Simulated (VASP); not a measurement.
Wanted: the native input for a VASP 6.6.1 run.

| Quantity | Value |
| --- | --- |
| Task | equation of state |
| Functional | PBE |
| Potentials or basis | VASP PAW PBE potentials, release 64 (Si_GW, C_GW) |
| Cutoff | 660 eV |
| k mesh | 8 × 8 × 5 |
| Occupations | gaussian, width 0.03 eV |
| Spin | no spin polarisation |
| Tolerance level | screening |
| Purpose | choice of potentials |
| Eos scales | [0.91, 0.94, 0.97, 1.0, 1.03, 1.06, 1.09] |
| Further INCAR settings | ALGO = Normal; EDIFF = 1e-07; NSW = 0 |

The structure of SiC lies in POSCAR.step2:

```
SiC
1.0
    3.0132068704      0.0000000000      0.0000000000
   -1.5066034352      2.6095136966      0.0000000000
    0.0000000000      0.0000000000      4.9449506768
Si C
2 2
Direct
    0.6666666667      0.3333333333      0.5000000000
    0.3333333333      0.6666666667      0.0000000000
    0.6666666667      0.3333333333      0.8850000000
    0.3333333333      0.6666666667      0.3850000000
```

The structure of SiC lies in POSCAR.step3:

```
SiC
1.0
    3.0449271685      0.0000000000      0.0000000000
   -1.5224635842      2.6369842805      0.0000000000
    0.0000000000      0.0000000000      4.9970066146
Si C
2 2
Direct
    0.6666666667      0.3333333333      0.5000000000
    0.3333333333      0.6666666667      0.0000000000
    0.6666666667      0.3333333333      0.8850000000
    0.3333333333      0.6666666667      0.3850000000
```

The structure of SiC lies in POSCAR.step4:

```
SiC
1.0
    3.0760000000      0.0000000000      0.0000000000
   -1.5380000000      2.6638941420      0.0000000000
    0.0000000000      0.0000000000      5.0480000000
Si C
2 2
Direct
    0.6666666667      0.3333333333      0.5000000000
    0.3333333333      0.6666666667      0.0000000000
    0.6666666667      0.3333333333      0.8850000000
    0.3333333333      0.6666666667      0.3850000000
```

The structure of SiC lies in POSCAR.step5:

```
SiC
1.0
    3.1064574263      0.0000000000      0.0000000000
   -1.5532287132      2.6902710469      0.0000000000
    0.0000000000      0.0000000000      5.0979834487
Si C
2 2
Direct
    0.6666666667      0.3333333333      0.5000000000
    0.3333333333      0.6666666667      0.0000000000
    0.6666666667      0.3333333333      0.8850000000
    0.3333333333      0.6666666667      0.3850000000
```

The structure of SiC lies in POSCAR.step6:

```
SiC
1.0
    3.1363290418      0.0000000000      0.0000000000
   -1.5681645209      2.7161406248      0.0000000000
    0.0000000000      0.0000000000      5.1470055276
Si C
2 2
Direct
    0.6666666667      0.3333333333      0.5000000000
    0.3333333333      0.6666666667      0.0000000000
    0.6666666667      0.3333333333      0.8850000000
    0.3333333333      0.6666666667      0.3850000000
```

The structure of SiC lies in POSCAR.step7:

```
SiC
1.0
    3.1656422272      0.0000000000      0.0000000000
   -1.5828211136      2.7415265880      0.0000000000
    0.0000000000      0.0000000000      5.1951111713
Si C
2 2
Direct
    0.6666666667      0.3333333333      0.5000000000
    0.3333333333      0.6666666667      0.0000000000
    0.6666666667      0.3333333333      0.8850000000
    0.3333333333      0.6666666667      0.3850000000
```

These files were run (other wordings do the same):

POSCAR.step1

```
SiC
1.0
    2.9808042853      0.0000000000      0.0000000000
   -1.4904021426      2.5814522347      0.0000000000
    0.0000000000      0.0000000000      4.8917750429
Si C
2 2
Direct
    0.6666666667      0.3333333333      0.5000000000
    0.3333333333      0.6666666667      0.0000000000
    0.6666666667      0.3333333333      0.8850000000
    0.3333333333      0.6666666667      0.3850000000
```

INCAR

```
SYSTEM = SiC
ALGO = Normal
EDIFF = 1E-7
EFERMI = MIDGAP
ENCUT = 660
GGA = PE
GGA_COMPAT = .FALSE.
ISIF = 2
ISMEAR = 0
LASPH = .TRUE.
LCHARG = .FALSE.
LREAL = .FALSE.
LWAVE = .FALSE.
NELM = 120
NSW = 0
PREC = Accurate
SIGMA = 0.03
```

KPOINTS

```
k-points
0
Gamma
  8 8 5
```

Potentials or basis: VASP PAW PBE potentials, release 64 (Si_GW, C_GW).

The run is started by

```sh
$ cat potpaw_PBE.64/Si_GW/POTCAR potpaw_PBE.64/C_GW/POTCAR > POTCAR
$ cp POSCAR.step1 POSCAR
$ mpirun -np 1 vasp_std > vasp.out
$ cp POSCAR.step2 POSCAR
$ mpirun -np 1 vasp_std > vasp.out
$ cp POSCAR.step3 POSCAR
$ mpirun -np 1 vasp_std > vasp.out
$ cp POSCAR.step4 POSCAR
$ mpirun -np 1 vasp_std > vasp.out
$ cp POSCAR.step5 POSCAR
$ mpirun -np 1 vasp_std > vasp.out
$ cp POSCAR.step6 POSCAR
$ mpirun -np 1 vasp_std > vasp.out
$ cp POSCAR.step7 POSCAR
$ mpirun -np 1 vasp_std > vasp.out
```

It gave:

```json
{"Equilibrium volume": "10.52 Å³/atom", "Bulk modulus at fixed shape and positions": "213 GPa", "Pressure derivative of the bulk modulus": "3.9"}
```

Caveat: the cell was scaled at fixed shape and fractional positions, which overstates the stiffness of a crystal with free parameters, most of all of layers and chains.

It took 98 s on 1 thread of AMD EPYC 9R45 96-Core Processor (Zen 5), with other jobs on the host, peak memory 0.17 GiB.
